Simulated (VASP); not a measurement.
# BaO (Fm-3m) in VASP: single point with HSE06

Aim: the single point of BaO with HSE06.

Program: VASP 6.6.1. These are calculated values, not measurements. Logs are shortened: lines on timing, memory, paths and dates and some standing lists are left out, and cuts for length are marked.

### 1 The cell of the first run

It takes space group Fm-3m (No. 225, cubic). Conventional cell: a = 5.544 Å, b = 5.544 Å, c = 5.544 Å, α = 90.00°, β = 90.00°, γ = 90.00°. Within 3.7 Å of Ba (site symmetry m-3m) lie 6 O at 2.77 Å. O (site symmetry m-3m) has 6 Ba at 2.77 Å within 3.7 Å.

### 2 Single point, HSE06

Contents of POSCAR:

```
BaO
1.0
    0.0000000000      2.7719428465      2.7719428465
    2.7719428465      0.0000000000      2.7719428465
    2.7719428465      2.7719428465      0.0000000000
Ba O
1 1
Direct
    0.0000000000      0.0000000000      0.0000000000
    0.5000000000      0.5000000000      0.5000000000
```

Contents of INCAR.step1:

```
PREC = Accurate
ENCUT = 520
EDIFF = 1E-5
ISMEAR = 0
SIGMA = 0.01
LREAL = F
LASPH = T
NELM = 120
ALGO = Normal
ISIF = 2
LWAVE = T
NBANDS = 15
GGA = PE
GGA_COMPAT = F
```

Contents of INCAR.step2:

```
PREC = Accurate
ENCUT = 520
EDIFF = 1E-6
ISMEAR = 0
SIGMA = 0.01
LREAL = F
LASPH = T
NELM = 120
ALGO = Normal
ISIF = 2
LWAVE = F
LCHARG = T
GGA = PE
LHFCALC = T
HFSCREEN = 0.2079
PRECFOCK = Normal
LELF = T
LVHAR = T
NBANDS = 15
ISTART = 1
GGA_COMPAT = F
```

Contents of KPOINTS:

```
regular mesh
0
Gamma
  6 6 6
```

Potentials or basis: VASP PAW PBE potentials, release 64 (Ba_sv, O).

The run is started by

```
> cat potpaw_PBE.64/Ba_sv/POTCAR potpaw_PBE.64/O/POTCAR > POTCAR
> cp INCAR.step1 INCAR
> mpirun -np 1 vasp_std > vasp.out
> cp INCAR.step2 INCAR
> mpirun -np 1 vasp_std > vasp.out
```

OUTCAR:

```text
PREC = Accurate
   ENCUT = 520
   EDIFF = 1E-6
   ISMEAR = 0
   LREAL = F
   LASPH = T
   NELM = 120
   ISIF = 2
   GGA = PE
   LHFCALC = T
   HFSCREEN = 0.2079
   PRECFOCK = Normal
   ISTART = 1

 ion  position               nearest neighbor table
   1  0.000  0.000  0.000-   2 2.77   2 2.77   2 2.77   2 2.77   2 2.77   2 2.77
   2  0.500  0.500  0.500-   1 2.77   1 2.77   1 2.77   1 2.77   1 2.77   1 2.77

  LATTYP: Found a face centered cubic cell.
 ALAT       =     5.5438856930

  Lattice vectors:

 A1 = (   0.0000000000,   2.7719428465,   2.7719428465)
 A2 = (   2.7719428465,   0.0000000000,   2.7719428465)
 A3 = (   2.7719428465,   2.7719428465,   0.0000000000)

Analysis of symmetry for initial positions (statically):
=====================================================================
 Subroutine PRICEL returns:
 Original cell was already a primitive cell.

 Routine SETGRP: Setting up the symmetry group for a
 face centered cubic supercell.

 Subroutine GETGRP returns: Found 48 space group operations
 (whereof 48 operations were pure point group operations)
 out of a pool of 48 trial point group operations.

The static configuration has the point symmetry O_h .

Analysis of symmetry for dynamics (positions and initial velocities):
=====================================================================
 Subroutine PRICEL returns:
 Original cell was already a primitive cell.

 Routine SETGRP: Setting up the symmetry group for a
 face centered cubic supercell.

 Subroutine GETGRP returns: Found 48 space group operations
 (whereof 48 operations were pure point group operations)
 out of a pool of 48 trial point group operations.

The dynamic configuration has the point symmetry O_h .

 Subroutine INISYM returns: Found 48 space group operations
 (whereof 48 operations are pure point group operations),
 and found     1 'primitive' translations

----------------------------------------------------------------------------------------

                                     Primitive cell

  volume of cell :      42.5974

  direct lattice vectors                    reciprocal lattice vectors
     0.000000000  2.771942847  2.771942847    -0.180378899  0.180378899  0.180378899
     2.771942847  0.000000000  2.771942847     0.180378899 -0.180378899  0.180378899
     2.771942847  2.771942847  0.000000000     0.180378899  0.180378899 -0.180378899

  length of vectors
     3.920119168  3.920119168  3.920119168     0.312425418  0.312425418  0.312425418

  position of ions in fractional coordinates (direct lattice)
     0.000000000  0.000000000  0.000000000
     0.500000000  0.500000000  0.500000000

  ion indices of the primitive-cell ions
   primitive index   ion index
                 1           1
                 2           2

----------------------------------------------------------------------------------------

 KPOINTS: regular mesh

Automatic generation of k-mesh.
 Grid dimensions read from file:
 generate k-points for:    6    6    6

 Generating k-lattice:

  Cartesian coordinates                     Fractional coordinates (reciprocal lattice)
    -0.030063150  0.030063150  0.030063150     0.166666667  0.000000000  0.000000000
     0.030063150 -0.030063150  0.030063150     0.000000000  0.166666667  0.000000000
     0.030063150  0.030063150 -0.030063150     0.000000000  0.000000000  0.166666667

  Length of vectors
     0.052070903  0.052070903  0.052070903

  Shift w.r.t. Gamma in fractional coordinates (k-lattice)
     0.000000000  0.000000000  0.000000000

 Subroutine IBZKPT returns following result:
 ===========================================

 Found     16 irreducible k-points:

 Following reciprocal coordinates:
            Coordinates               Weight
  0.000000  0.000000  0.000000      1.000000
  0.166667  0.000000  0.000000      8.000000
  0.333333  0.000000  0.000000      8.000000
  0.500000  0.000000  0.000000      4.000000
  0.166667  0.166667  0.000000      6.000000
  0.333333  0.166667  0.000000     24.000000
[... 8 lines left out ...]
 -0.333333  0.333333  0.166667     24.000000
 -0.333333  0.500000  0.166667     12.000000
   k-points           NKPTS =     16   k-points in BZ     NKDIM =    216   number of bands    NBANDS=     15
   number of dos      NEDOS =    301   number of ions     NIONS =      2
   total plane-waves  NPLWV =  27000
   dimension x,y,z NGX =    30 NGY =   30 NGZ =   30
   dimension x,y,z NGXF=    60 NGYF=   60 NGZF=   60
   ions per type =               1   1
   NGX,Y,Z   is equivalent  to a cutoff of  12.72, 12.72, 12.72 a.u.
   NGXF,Y,Z  is equivalent  to a cutoff of  25.45, 25.45, 25.45 a.u.
 SYSTEM =  unknown system
   PREC   = accura    normal or accurate (medium, high low for compatibility)
   ISTART =      1    job   : 0-new  1-cont  2-samecut
   ICHARG =      0    charge: 1-file 2-atom 10-const
   ISPIN  =      1    spin polarized calculation?
   LNONCOLLINEAR =      F non collinear calculations
   LSORBIT =      F    spin-orbit coupling
   LASPH  =      T    aspherical Exc in radial PAW
   ENCUT  =  520.0 eV  38.22 Ry    6.18 a.u.   7.29  7.29  7.29*2*pi/ulx,y,z
   NELM   =    120;   NELMIN=  2; NELMDL=  0     # of ELM steps
   EDIFF  = 0.1E-05   stopping-criterion for ELM
   LREAL  =      F    real-space projection
   EDIFFG = 0.1E-04   stopping-criterion for IOM
   NSW    =      0    number of steps for IOM
   IBRION =     -1    ionic relax: 0-MD 1-quasi-New 2-CG
   NFREE  =      0    steps in history (QN), initial steepest desc. (CG)
   ISIF   =      2    stress and relaxation
   ISYM   =      3    0-nonsym 1-usesym 2-fastsym
   POTIM  = 0.5000    time-step for ionic-motion
   TEBEG  =    0.0;   TEEND  =   0.0 temperature during run
   PSTRESS=    0.0 pullay stress
   NELECT =      16.0000    total number of electrons
   NUPDOWN=      -1.0000    fix difference up-down
   EMIN   =  10.00;   EMAX   =-10.00  energy-range for DOS
   EFERMI =   0.00;   METHOD = LEGACY
   ISMEAR =     0;   SIGMA  =   0.01  broadening in eV -4-tet -1-fermi 0-gaus
   EFERMI_NEDOS =   21; number of points for ismear=-14 and -15
   IALGO  =     38    algorithm
   IMIX   =      1    mixing-type and parameters
     AMIX     =   0.40;   BMIX     =  1.00
     AMIX_MAG =   1.60;   BMIX_MAG =  1.00
  volume/ion in A,a.u.               =      21.30       143.73
  Fermi-wavevector in a.u.,A,eV,Ry     =   1.181192  2.232130 18.983051  1.395215
  Thomas-Fermi vector in A             =   2.317470
   LORBIT       =      0    0 simple, 1 ext, 2 COOP (PROOUT), +10 PAW based schemes
   GGA     = PE    functional components
   LHFCALC =     T    Hartree Fock is set to
   PRECFOCK=normal    Normal, Fast or Accurate (Low or Medium for compatibility)
   ENCUT4O =  -1.0   cutoff for four orbital integrals eV
   NKREDX  =     1    reduce k-point grid by
   NKREDY  =     1    reduce k-point grid by
   NKREDZ  =     1    reduce k-point grid by
   AEXX    =    0.2500 exact exchange contribution
   HFSCREEN=    0.2079 screening length (either q_TF or 0.3 A-1)
   HFSCREENC=   0.2079 screening length for correlation (either q_TF or 0.3 A-1)
   ENCUTFOCK=  -1.0 apply spherical cutoff to Coloumb kernel
   IVDW    =     0    specifies the selected vdW correction
   LEPSILON=     F    determine dielectric tensor
   LRPA    =     F    only Hartree local field effects (RPA)
 non-spin polarized calculation
 Gauss-broadening in eV      SIGMA  =   0.01
  energy-cutoff  :      520.00
  volume of cell :       42.60
 maximum number of plane-waves:      1167
 NGX is ok and might be reduce to    30
  NGX = 24; NGY = 24; NGZ = 24

 number of electron      15.9999999 magnetization

 Free energy of the ion-electron system (eV)
  ---------------------------------------------------
  ext. energy  EPLUGINS =         0.00000000
  ---------------------------------------------------
  free energy    TOTEN  =       -13.86026428 eV

  energy without entropy =      -13.86026428  energy(sigma->0) =      -13.86026428

 E-fermi :   1.0509     XC(G=0):  -7.9447

 val. band max:        0.9094642762   @ k =   0.5000   0.5000   0.0000
 cond. band min:       4.1648914615   @ k =   0.5000   0.5000   0.0000
 fundamental gap:      3.2554271854
 Fermi energy:         1.0508833812

 k-point     1 :       0.0000    0.0000    0.0000
  band No.  band energies     occupation
      1     -26.5006      2.00000
      2     -15.6004      2.00000
      3      -9.9187      2.00000
      4      -9.9187      2.00000
      5      -9.9187      2.00000
      6       0.5211      2.00000
      7       0.5211      2.00000
      8       0.5211      2.00000
      9       5.7704      0.00000
     10       7.0163      0.00000
     11       7.0163      0.00000
     12       7.0163      0.00000
     13       9.3505      0.00000
     14       9.3505      0.00000
     15      12.2939      0.00000

 k-point     2 :       0.1667    0.0000    0.0000
  band No.  band energies     occupation
      1     -26.4319      2.00000
      2     -15.7736      2.00000
      3      -9.9928      2.00000
      4      -9.9475      2.00000
      5      -9.9475      2.00000
      6      -0.0104      2.00000
      7       0.1786      2.00000
      8       0.1786      2.00000
      9       6.6817      0.00000
     10       7.0228      0.00000
     11       7.5469      0.00000
     12       7.5469      0.00000
     13      10.0771      0.00000
     14      10.0771      0.00000
     15      13.9568      0.00000
[... 221 lines left out ...]
      3     -10.8283      2.00000
      4     -10.8222      2.00000
      5     -10.0211      2.00000
      6      -0.6164      2.00000
      7       0.3169      2.00000
      8       0.3428      2.00000
      9       7.0606      0.00000
     10       7.3155      0.00000
     11       9.8012      0.00000
     12      11.0868      0.00000
     13      12.5627      0.00000
     14      14.4220      0.00000
     15      15.0624      0.00000

 k-point    16 :      -0.3333    0.5000    0.1667
  band No.  band energies     occupation
      1     -26.1369      2.00000
      2     -15.9334      2.00000
      3     -11.2838      2.00000
      4     -10.8061      2.00000
      5     -10.1407      2.00000
      6      -0.2298      2.00000
      7       0.6662      2.00000
      8       0.7862      2.00000
      9       5.5076      0.00000
     10       8.5799      0.00000
     11       9.0902      0.00000
     12      12.1328      0.00000
     13      12.3460      0.00000
     14      14.6390      0.00000
     15      14.9260      0.00000

------------------------ aborting loop because EDIFF is reached ----------------------------------------

  FORCE on cell =-STRESS in cart. coord.  units (eV):
  Direction    XX          YY          ZZ          XY          YZ          ZX
  --------------------------------------------------------------------------------------
  -------------------------------------------------------------------------------------
  Total        0.2897144      0.2897144      0.2897144      0.0000000      0.0000000      0.0000000
  in kB       10.8967714     10.8967714     10.8967714      0.0000000      0.0000000      0.0000000
  external PRESSURE =      10.8967714 kB  Pullay stress =       0.0000000 kB

 VOLUME and BASIS-vectors are now :
 -----------------------------------------------------------------------------
  energy-cutoff  :      520.00
  volume of cell :       42.60
      direct lattice vectors                 reciprocal lattice vectors
     0.000000000  2.771942847  2.771942847    -0.180378899  0.180378899  0.180378899
     2.771942847  0.000000000  2.771942847     0.180378899 -0.180378899  0.180378899
     2.771942847  2.771942847  0.000000000     0.180378899  0.180378899 -0.180378899

 POSITION                                       TOTAL-FORCE (eV/Angst)
 -----------------------------------------------------------------------------------
      0.00000      0.00000      0.00000         0.000000     -0.000000     -0.000000
      2.77194      2.77194      2.77194        -0.000000      0.000000      0.000000
 -----------------------------------------------------------------------------------
    total drift:                               -0.000000     -0.000000     -0.000000

  FREE ENERGIE OF THE ION-ELECTRON SYSTEM (eV)
  ---------------------------------------------------
  free  energy   TOTEN  =       -13.8602642800 eV

  energy  without entropy=      -13.8602642800  energy(sigma->0) =      -13.86026428
```

Run time: 42 min. Hardware: 1 thread of Intel Xeon Platinum 8259CL at 2.50GHz (Skylake/Cascade Lake), shared host; peak memory 0.29 GiB.

What came out:

* Free energy: -13.8603 eV
* Pressure: 1.1 GPa
* Band gap on the k mesh: 3.26 eV

Caveat: the PAW data sets were made with another functional, which shifts forces and pressure a little; spin-orbit coupling is left out, which moves the levels of the heavy elements. A k mesh can miss the band edges.
